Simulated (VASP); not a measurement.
# TaHO2 (P-6m2) in VASP: a series of runs

Runs on TaHO2. Level: PBE. Tasks: relaxation of cell and atoms, single point.

Everything below comes from runs of VASP 6.6.1. Logs are shortened: lines on timing, memory, paths and dates and some standing lists are left out, and cuts for length are marked.

### 1 The cell of the first run

The structure is hexagonal, space group P-6m2 (No. 187). Conventional cell: a = 3.004 Å, b = 3.004 Å, c = 4.783 Å, α = 90.00°, β = 90.00°, γ = 120.00°. Within 3.1 Å of Ta (site symmetry -6m2) lie 6 O at 2.16 Å and 6 H at 2.95 Å and 6 Ta at 3.00 Å. H (site symmetry -6m2) has 6 O at 2.05 Å within 2.7 Å. O (site symmetry 3m) has 3 H at 2.05 Å and 3 Ta at 2.16 Å and 2 O at 2.20 to 2.58 Å within 2.7 Å.

### 2 Relaxation of cell and atoms, PBE

INCAR reads:

```
PREC = Accurate
ENCUT = 700
EDIFF = 1E-7
ISMEAR = 0
SIGMA = 0.1
LREAL = F
LASPH = T
NELM = 120
ALGO = Normal
ISIF = 3
LWAVE = F
LCHARG = F
GGA = PE
IBRION = 2
NSW = 90
EDIFFG = -0.04
GGA_COMPAT = F
NELMIN = 4
```

KPOINTS reads:

```
Automatic mesh
0
Gamma
  6 6 4
```

POSCAR reads:

```
TaHO2
1.0
    3.0042465600      0.0000000000      0.0000000000
   -1.5021232800      2.6017538400      0.0000000000
    0.0000000000      0.0000000000      4.7825838000
Ta H O
1 1 2
Direct
    0.3333333300      0.6666666700      0.0000000000
    0.6666666700      0.3333333300      0.5000000000
    0.0000000000      0.0000000000      0.2699988000
    0.0000000000      0.0000000000      0.7300012000
```

Potentials or basis: VASP PAW PBE potentials, release 64 (Ta_sv_GW, H, O).

Launch:

```
$ cat potpaw_PBE.64/Ta_sv_GW/POTCAR potpaw_PBE.64/H/POTCAR potpaw_PBE.64/O/POTCAR > POTCAR
$ mpirun -np 1 vasp_std > vasp.out
```

OUTCAR:

```text
PREC = Accurate
   ENCUT = 700
   EDIFF = 1E-7
   ISMEAR = 0
   LREAL = F
   LASPH = T
   NELM = 120
   ISIF = 3
   GGA = PE
   IBRION = 2
   NSW = 90
   EDIFFG = -0.04
   NELMIN = 4

 ion  position               nearest neighbor table
   1  0.333  0.667  0.000-   3 2.16   4 2.16   3 2.16   4 2.16   3 2.16   4 2.16
   2  0.667  0.333  0.500-
   3  0.000  0.000  0.270-   1 2.16   1 2.16   1 2.16
   4  0.000  0.000  0.730-   1 2.16   1 2.16   1 2.16

  LATTYP: Found a hexagonal cell.
 ALAT       =     3.0042465600
 C/A-ratio  =     1.5919411754

  Lattice vectors:

 A1 = (   3.0042465600,   0.0000000000,   0.0000000000)
 A2 = (  -1.5021232800,   2.6017538400,   0.0000000000)
 A3 = (   0.0000000000,   0.0000000000,   4.7825838000)

Analysis of symmetry for initial positions (statically):
=====================================================================
 Subroutine PRICEL returns:
 Original cell was already a primitive cell.

 Routine SETGRP: Setting up the symmetry group for a
 hexagonal supercell.

 Subroutine GETGRP returns: Found 12 space group operations
 (whereof 12 operations were pure point group operations)
 out of a pool of 24 trial point group operations.

The static configuration has the point symmetry D_3h.

Analysis of symmetry for dynamics (positions and initial velocities):
=====================================================================
 Subroutine PRICEL returns:
 Original cell was already a primitive cell.

 Routine SETGRP: Setting up the symmetry group for a
 hexagonal supercell.

 Subroutine GETGRP returns: Found 12 space group operations
 (whereof 12 operations were pure point group operations)
 out of a pool of 24 trial point group operations.

The dynamic configuration has the point symmetry D_3h.

 Subroutine INISYM returns: Found 12 space group operations
 (whereof 12 operations are pure point group operations),
 and found     1 'primitive' translations

----------------------------------------------------------------------------------------

                                     Primitive cell

  volume of cell :      37.3822

  direct lattice vectors                    reciprocal lattice vectors
     3.004246560  0.000000000  0.000000000     0.332862160  0.192178058  0.000000000
    -1.502123280  2.601753840  0.000000000     0.000000000  0.384356116  0.000000000
     0.000000000  0.000000000  4.782583800     0.000000000  0.000000000  0.209091998

  length of vectors
     3.004246560  3.004246560  4.782583800     0.384356116  0.384356116  0.209091998

  position of ions in fractional coordinates (direct lattice)
     0.333333330  0.666666670  0.000000000
     0.666666670  0.333333330  0.500000000
     0.000000000  0.000000000  0.269998800
     0.000000000  0.000000000  0.730001200

  ion indices of the primitive-cell ions
   primitive index   ion index
                 1           1
                 2           2
                 3           3
                 4           4

----------------------------------------------------------------------------------------

 KPOINTS: Automatic mesh

Automatic generation of k-mesh.
 Grid dimensions read from file:
 generate k-points for:    6    6    4

 Generating k-lattice:

  Cartesian coordinates                     Fractional coordinates (reciprocal lattice)
     0.055477027  0.032029676  0.000000000     0.166666667 -0.000000000  0.000000000
     0.000000000  0.064059353  0.000000000     0.000000000  0.166666667  0.000000000
     0.000000000  0.000000000  0.052272999     0.000000000  0.000000000  0.250000000

  Length of vectors
     0.064059353  0.064059353  0.052272999

  Shift w.r.t. Gamma in fractional coordinates (k-lattice)
     0.000000000  0.000000000  0.000000000

 Subroutine IBZKPT returns following result:
 ===========================================

 Found     21 irreducible k-points:

 Following reciprocal coordinates:
            Coordinates               Weight
  0.000000  0.000000  0.000000      1.000000
  0.166667  0.000000  0.000000      6.000000
  0.333333  0.000000  0.000000      6.000000
  0.500000  0.000000  0.000000      3.000000
  0.166667  0.166667  0.000000      6.000000
  0.333333  0.166667  0.000000     12.000000
[... 13 lines left out ...]
  0.333333  0.166667  0.500000     12.000000
  0.333333  0.333333  0.500000      2.000000
   k-points           NKPTS =     21   k-points in BZ     NKDIM =     21   number of bands    NBANDS=     17
   number of dos      NEDOS =    301   number of ions     NIONS =      4
   total plane-waves  NPLWV =  32928
   dimension x,y,z NGX =    28 NGY =   28 NGZ =   42
   dimension x,y,z NGXF=    56 NGYF=   56 NGZF=   84
   ions per type =               1   1   2
   NGX,Y,Z   is equivalent  to a cutoff of  15.49, 15.49, 14.60 a.u.
   NGXF,Y,Z  is equivalent  to a cutoff of  30.99, 30.99, 29.20 a.u.
 SYSTEM =  unknown system
   PREC   = accura    normal or accurate (medium, high low for compatibility)
   ISTART =      0    job   : 0-new  1-cont  2-samecut
   ICHARG =      2    charge: 1-file 2-atom 10-const
   ISPIN  =      1    spin polarized calculation?
   LNONCOLLINEAR =      F non collinear calculations
   LSORBIT =      F    spin-orbit coupling
   LASPH  =      T    aspherical Exc in radial PAW
   ENCUT  =  700.0 eV  51.45 Ry    7.17 a.u.   6.48  6.48 10.32*2*pi/ulx,y,z
   NELM   =    120;   NELMIN=  4; NELMDL= -5     # of ELM steps
   EDIFF  = 0.1E-06   stopping-criterion for ELM
   LREAL  =      F    real-space projection
   EDIFFG = -.4E-01   stopping-criterion for IOM
   NSW    =     90    number of steps for IOM
   IBRION =      2    ionic relax: 0-MD 1-quasi-New 2-CG
   NFREE  =      1    steps in history (QN), initial steepest desc. (CG)
   ISIF   =      3    stress and relaxation
   ISYM   =      2    0-nonsym 1-usesym 2-fastsym
   POTIM  = 0.5000    time-step for ionic-motion
   TEBEG  =    0.0;   TEEND  =   0.0 temperature during run
   PSTRESS=    0.0 pullay stress
   NELECT =      26.0000    total number of electrons
   NUPDOWN=      -1.0000    fix difference up-down
   EMIN   =  10.00;   EMAX   =-10.00  energy-range for DOS
   EFERMI =   0.00;   METHOD = LEGACY
   ISMEAR =     0;   SIGMA  =   0.10  broadening in eV -4-tet -1-fermi 0-gaus
   EFERMI_NEDOS =   21; number of points for ismear=-14 and -15
   IALGO  =     38    algorithm
   IMIX   =      4    mixing-type and parameters
     AMIX     =   0.40;   BMIX     =  1.00
     AMIX_MAG =   1.60;   BMIX_MAG =  1.00
  volume/ion in A,a.u.               =       9.35        63.07
  Fermi-wavevector in a.u.,A,eV,Ry     =   1.450478  2.741006 28.625114  2.103887
  Thomas-Fermi vector in A             =   2.568085
   LORBIT       =      0    0 simple, 1 ext, 2 COOP (PROOUT), +10 PAW based schemes
   GGA     = PE    functional components
   LHFCALC =     F    Hartree Fock is set to
   AEXX    =    0.0000 exact exchange contribution
   IVDW    =     0    specifies the selected vdW correction
   LEPSILON=     F    determine dielectric tensor
   LRPA    =     F    only Hartree local field effects (RPA)
 conjugate gradient relaxation of ions
 non-spin polarized calculation
 Gauss-broadening in eV      SIGMA  =   0.10
  energy-cutoff  :      700.00
  volume of cell :       37.38
 maximum number of plane-waves:      1587
 NGX is ok and might be reduce to    28
   NGX = 13   NGY = 13   NGZ = 21

--------------------------------------- Ionic step        1  -------------------------------------------

 number of electron      26.0000000 magnetization

 Free energy of the ion-electron system (eV)
  ---------------------------------------------------
  ext. energy  EPLUGINS =         0.00000000
  ---------------------------------------------------
  free energy    TOTEN  =       -31.16711879 eV

  energy without entropy =      -31.15821677  energy(sigma->0) =      -31.16266778

------------------------ aborting loop because EDIFF is reached ----------------------------------------

  FORCE on cell =-STRESS in cart. coord.  units (eV):
  Direction    XX          YY          ZZ          XY          YZ          ZX
  --------------------------------------------------------------------------------------
  -------------------------------------------------------------------------------------
  Total       -3.5954949     -3.5954949      3.0618207     -0.0000000      0.0000000      0.0000000
  in kB     -154.1007995   -154.1007995    131.2278363     -0.0000000      0.0000000      0.0000000
  external PRESSURE =     -58.9912542 kB  Pullay stress =       0.0000000 kB
[... 95 lines left out ...]
  FREE ENERGIE OF THE ION-ELECTRON SYSTEM (eV)
  ---------------------------------------------------
  free  energy   TOTEN  =       -31.5575610712 eV

  energy  without entropy=      -31.5480704331  energy(sigma->0) =      -31.55281575

[... ionic steps 4 to 7 ...]

--------------------------------------- Ionic step        8  -------------------------------------------

 number of electron      26.0000000 magnetization

------------------------ aborting loop because EDIFF is reached ----------------------------------------

  FORCE on cell =-STRESS in cart. coord.  units (eV):
  Direction    XX          YY          ZZ          XY          YZ          ZX
  --------------------------------------------------------------------------------------
  -------------------------------------------------------------------------------------
  Total       -0.0601381     -0.0601381      0.2921406     -0.0000000      0.0000000     -0.0000000
  in kB       -2.3368315     -2.3368315     11.3519226     -0.0000000      0.0000000     -0.0000000
  external PRESSURE =       2.2260865 kB  Pullay stress =       0.0000000 kB
[... 61 lines left out ...]
  energy  without entropy=      -31.8099793578  energy(sigma->0) =      -31.81429305

--------------------------------------- Ionic step       10  -------------------------------------------

 number of electron      25.9999998 magnetization

 Free energy of the ion-electron system (eV)
  ---------------------------------------------------
  ext. energy  EPLUGINS =         0.00000000
  ---------------------------------------------------
  free energy    TOTEN  =       -31.81937964 eV

  energy without entropy =      -31.81088476  energy(sigma->0) =      -31.81513220

 E-fermi :   5.7092     XC(G=0): -11.2161

 val. band max:        5.6564679081   @ k =   0.5000   0.0000   0.5000
 cond. band min:       5.7173716706   @ k =   0.3333   0.3333   0.5000
 fundamental gap:      0.0609037625
 Fermi energy:         5.7092403676

 k-point     1 :       0.0000    0.0000    0.0000
  band No.  band energies     occupation
      1     -62.7635      2.00000
      2     -29.4855      2.00000
      3     -28.7604      2.00000
      4     -28.7604      2.00000
      5     -14.5059      2.00000
      6     -12.6449      2.00000
[... 9 lines left out ...]
     16       8.9320      0.00000
     17      10.1385      0.00000
[... 429 lines left out ...]
  FREE ENERGIE OF THE ION-ELECTRON SYSTEM (eV)
  ---------------------------------------------------
  free  energy   TOTEN  =       -31.8193796365 eV

  energy  without entropy=      -31.8108847571  energy(sigma->0) =      -31.81513220

 reached required accuracy - stopping structural energy minimisation
```

Run time: 4.8 min. Hardware: 1 thread of AMD EPYC 7R43 (Zen 3), shared host; peak memory 0.17 GiB.

Results:

```
Free energy                           : -31.8194 eV
Relaxed volume                        : 10.36 Å³/atom
Relaxed cell                          : a = 2.941 Å, b = 2.941 Å, c = 5.529 Å, α = 90.00°, β = 90.00°, γ = 120.00°
Space group after relaxing (to 0.1 Å) : P-6m2 (No. 187)
Energy gained by relaxing             : 163.1 meV/atom
Ionic steps                           : 10
Pressure after relaxing               : -0.3 GPa
Largest force after relaxing          : 0.036 eV/Å
Band gap on the k mesh                : zero (bands 13 and 14 overlap by 0.84 eV)
```

Forces on the atoms (eV/Å):
```
Ta   0.000  0.000  0.000
H    0.000  0.000  0.000
O    0.000  0.000 -0.036
O    0.000  0.000  0.036
```

Step by step:
```
step  energy change (eV)  largest force (eV/Å)  pressure (GPa)  volume (Å³)
   1              0.0000                2.3551           -5.90        37.38
   2             -0.3544                0.8175           21.65        35.47
   3             -0.3904                0.0780           13.94        35.90
   4             -0.6070                0.4887            0.07        39.03
   5             -0.6100                0.6035           -1.50        39.49
   6             -0.6365                0.1437            2.07        39.80
   7             -0.6387                0.0349            3.44        39.92
   8             -0.6515                0.0263            0.22        41.23
   9             -0.6515                0.0266            0.06        41.30
  10             -0.6523                0.0356           -0.29        41.43
```

Final structure:
```cif
data_structure
_symmetry_space_group_name_H-M 'P 1'
_symmetry_Int_Tables_number 1
_cell_length_a 2.9415
_cell_length_b 2.9415
_cell_length_c 5.5292
_cell_angle_alpha 90.000
_cell_angle_beta 90.000
_cell_angle_gamma 120.000
_cell_volume 41.43
loop_
_atom_site_label
_atom_site_type_symbol
_atom_site_fract_x
_atom_site_fract_y
_atom_site_fract_z
_atom_site_occupancy
Ta1 Ta 0.33333 0.66667 0.00000 1
H1 H 0.66667 0.33333 0.50000 1
O1 O 0.00000 0.00000 0.22435 1
O2 O 0.00000 0.00000 0.77565 1
```

Caveat: the k points lie up to 0.41 Å⁻¹ apart in the final cell, too coarse for converged energies and pressures of a metal; a cell axis changed by over 15 % at a fixed basis, so the end point is rough; spin-orbit coupling is left out, which moves the levels of the heavy elements.

### 3 Single point, PBE

This run uses another cell than the first one, of 10.52 Å³/atom.

INCAR reads:

```
SYSTEM = TaHO2
ALGO = Normal
EDIFF = 1E-6
ENCUT = 700
GGA = PE
GGA_COMPAT = .False.
ISIF = 2
ISMEAR = 0
LASPH = .True.
LCHARG = .True.
LELF = .True.
LREAL = .False.
LVHAR = .True.
LWAVE = .False.
NBANDS = 21
NELM = 120
PREC = Accurate
SIGMA = 0.1
```

KPOINTS reads:

```
k-points
0
Gamma
  6 6 4
  0 0 0
```

POSCAR reads:

```
TaHO2
1.0
    2.9404304558      0.0000000000      0.0000000000
   -1.4702152279      2.5464874728      0.0000000000
    0.0000000000      0.0000000000      5.6200090400
Ta H O
1 1 2
Direct
    0.3333333333      0.6666666667      0.0000000000
    0.6666666667      0.3333333333      0.5000000000
    0.0000000000      0.0000000000      0.2195824288
    0.0000000000      0.0000000000      0.7804175712
```

Potentials or basis: VASP PAW PBE potentials, release 64 (Ta_sv_GW, H, O).

Launch:

```
$ cat potpaw_PBE.64/Ta_sv_GW/POTCAR potpaw_PBE.64/H/POTCAR potpaw_PBE.64/O/POTCAR > POTCAR
$ mpirun -np 1 vasp_std > vasp.out
```

OUTCAR:

```text
SYSTEM = TaHO2
   EDIFF = 1E-6
   ENCUT = 700
   GGA = PE
   ISIF = 2
   ISMEAR = 0
   LASPH = .True.
   LREAL = .False.
   NELM = 120
   PREC = Accurate

 ion  position               nearest neighbor table
   1  0.333  0.667  0.000-   3 2.10   4 2.10   3 2.10   4 2.10   3 2.10   4 2.10
   2  0.667  0.333  0.500-
   3  0.000  0.000  0.220-   1 2.10   1 2.10   1 2.10
   4  0.000  0.000  0.780-   1 2.10   1 2.10   1 2.10

  LATTYP: Found a hexagonal cell.
 ALAT       =     2.9404304558
[... 696 lines left out ...]
  FORCE on cell =-STRESS in cart. coord.  units (eV):
  Direction    XX          YY          ZZ          XY          YZ          ZX
  --------------------------------------------------------------------------------------
  -------------------------------------------------------------------------------------
  Total        0.0553807      0.0553807      0.0481754      0.0000000      0.0000000     -0.0000000
  in kB        2.1085291      2.1085291      1.8342002      0.0000000      0.0000000     -0.0000000
  external PRESSURE =       2.0170861 kB  Pullay stress =       0.0000000 kB

 VOLUME and BASIS-vectors are now :
 -----------------------------------------------------------------------------
  energy-cutoff  :      700.00
  volume of cell :       42.08
      direct lattice vectors                 reciprocal lattice vectors
     2.940430456  0.000000000  0.000000000     0.340086261  0.196348894  0.000000000
    -1.470215228  2.546487473  0.000000000     0.000000000  0.392697789  0.000000000
     0.000000000  0.000000000  5.620009040     0.000000000  0.000000000  0.177935657

 POSITION                                       TOTAL-FORCE (eV/Angst)
 -----------------------------------------------------------------------------------
     -0.00000      1.69766      0.00000        -0.000000      0.000000      0.000000
      1.47022      0.84883      2.81000         0.000000     -0.000000      0.000000
      0.00000      0.00000      1.23406         0.000000     -0.000000      0.050103
      0.00000      0.00000      4.38595         0.000000     -0.000000     -0.050103
 -----------------------------------------------------------------------------------
    total drift:                                0.000000     -0.000000     -0.000000

  FREE ENERGIE OF THE ION-ELECTRON SYSTEM (eV)
  ---------------------------------------------------
  free  energy   TOTEN  =       -31.8342750130 eV

  energy  without entropy=      -31.8253226874  energy(sigma->0) =      -31.82979885
```

OSZICAR:

```text
N       E                     dE             d eps       ncg     rms          rms(c)
DAV:   1     0.223016294448E+03    0.22302E+03   -0.18666E+04   882   0.154E+03
DAV:   2    -0.226110561501E+02   -0.24563E+03   -0.23968E+03  1141   0.361E+02
DAV:   3    -0.374016801237E+02   -0.14791E+02   -0.14729E+02  1201   0.830E+01
[... 28 lines left out ...]
DAV:  32    -0.318343812864E+02    0.20573E-03   -0.32889E-04  1015   0.357E-02    0.118E-01
DAV:  33    -0.318342908793E+02    0.90407E-04   -0.24372E-04  1012   0.304E-02    0.445E-02
DAV:  34    -0.318342770334E+02    0.13846E-04   -0.42478E-05  1009   0.138E-02    0.365E-02
DAV:  35    -0.318342751490E+02    0.18844E-05   -0.65615E-06   646   0.519E-03    0.440E-03
DAV:  36    -0.318342750130E+02    0.13606E-06   -0.56063E-07   456   0.219E-03
   1 F= -.31834275E+02 E0= -.31829799E+02  d E =-.895233E-02
```

stdout:

```text
POSCAR found type information on POSCAR TaH O
 POSCAR found :  3 types and       4 ions
 scaLAPACK will be used
 LDA part: xc-table for (Slater+PW92), standard interpolation
 POSCAR, INCAR and KPOINTS ok, starting setup
 FFT: planning ... GRIDC
 FFT: planning ... GRID_SOFT
 FFT: planning ... GRID
 WAVECAR not read
 entering main loop
```

Run time: 38 s. Hardware: 1 thread of Intel Xeon 6975P-C (Granite Rapids), shared host; peak memory 0.21 GiB.

What came out:

```yaml
Free_energy: -31.8343 eV
Pressure: 0.2 GPa
Largest_force: 0.050 eV/Å
Band_gap_on_the_k_mesh: zero (bands 13 and 14 overlap by 0.77 eV)
```

Forces in eV/Å, atoms in the order of the input:
```
Ta   0.000  0.000  0.000
H    0.000  0.000  0.000
O    0.000  0.000  0.050
O    0.000  0.000 -0.050
```

Caveat: the k points lie up to 0.41 Å⁻¹ apart, too coarse for converged energies and pressures of a metal; spin-orbit coupling is left out, which moves the levels of the heavy elements.

The gap in the log of VASP goes by the Fermi energy; the results here count the filled bands.